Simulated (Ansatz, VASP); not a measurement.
**Se in VASP and in Ansatz**

POSCAR

```
Se
1.0
    4.3662000000      0.0000000000      0.0000000000
   -2.1831000000      3.7812401180      0.0000000000
    0.0000000000      0.0000000000      4.9536000000
Se
3
Direct
    0.7746000000      0.7746000000      0.0000000000
    0.0000000000      0.2254000000      0.6666666667
    0.2254000000      0.0000000000      0.3333333333
```

INCAR.step1

```
SYSTEM = Se
PREC = Accurate
ENCUT = 520
EDIFF = 1E-5
ISMEAR = -1
SIGMA = 0.05
LREAL = .False.
LASPH = .True.
NELM = 60
ALGO = Normal
ISIF = 2
LWAVE = .True.
GGA = PE
NBANDS = 16
```

File INCAR.step2:

```
SYSTEM = Se
PREC = Accurate
ENCUT = 520
EDIFF = 1E-6
ISMEAR = -1
SIGMA = 0.05
LREAL = .False.
LASPH = .True.
NELM = 60
ALGO = Normal
ISIF = 2
LWAVE = .False.
LCHARG = .True.
METAGGA = R2SCAN
LHFCALC = .True.
AEXX = 0.5
LMIXTAU = .True.
PRECFOCK = Normal
LELF = .True.
LVHAR = .True.
ISTART = 1
NBANDS = 16
```

Contents of KPOINTS:

```
Automatic mesh
0
Gamma
  4 4 3
  0 0 0
```

Contents of input.yaml:

```yaml
crystal:
  lattice:
    - [4.3662, 0.0, 0.0]
    - [-2.1831, 3.781240118, 0.0]
    - [0.0, 0.0, 4.9536]
  atoms:
    - { symbol: Se, position: [0.7746, 0.7746, 0.0] }
    - { symbol: Se, position: [0.0, 0.2254, 0.6666666667] }
    - { symbol: Se, position: [0.2254, 0.0, 0.3333333333] }
hamiltonian:
  xc: r2scan50
  pseudopotentials: { kind: paw }
kpoints:
  mp_grid: { grid: [4, 4, 3] }
  band_path:
    path:
      - [[0.0, 0.0, 0.0], [0.5, 0.0, 0.0], [0.3333333333, 0.3333333333, 0.0], [0.0, 0.0, 0.0], [0.0, 0.0, 0.5], [0.5, 0.0, 0.5], [0.3333333333, 0.3333333333, 0.5], [0.0, 0.0, 0.5]]
      - [[0.5, 0.0, 0.5], [0.5, 0.0, 0.0]]
      - [[0.3333333333, 0.3333333333, 0.0], [0.3333333333, 0.3333333333, 0.5]]
    npoints: 4
scf:
  occupations: { method: fermi_dirac, width: 0.05 }
  n_extra_bands: 7
output:
  forces: true
  stress: true
  eigenvalues: true
  fatbands: false
  write_density: true
  write_potential: true
  elf: true
  volumetric_format: npy
```

Alike in both runs: functional r2SCAN50; k mesh 4 × 4 × 3; occupations fermi-dirac, width 0.05 eV; no spin polarisation.

```csv
,VASP,Ansatz
version,VASP 6.6.1,Ansatz 0.2.0
potentials or method,"VASP PAW PBE potentials, release 64 (Se)",Ansatz PAW
plane-wave cutoff (eV),520,500
valence electrons in the cell,18,48
task,single point,band structure
```

```csv
,VASP,Ansatz,Ansatz less VASP
gap on the k mesh at the Fermi level (eV),4.82,4.74,-0.080
pressure (GPa),-2.1,-1.4,+0.71
"traceless stress, the component that is largest in VASP (GPa)",-1.91,-1.69,+0.215
rms of the force components (eV/Å),0.493,0.440,-0.0532
```

VASP's potentials were made for PBE, not for r2SCAN50. Atom by atom the forces differ by 0.053 eV/Å (rms over components). With one functional, cell and mesh, what is left measures potentials, basis and numerics. VASP's potentials hold 18 valence electrons a cell and Ansatz's 48, so a difference there can come from the potentials and not from the codes.

The k mesh is coarse, so the values compare programs but aren't converged.
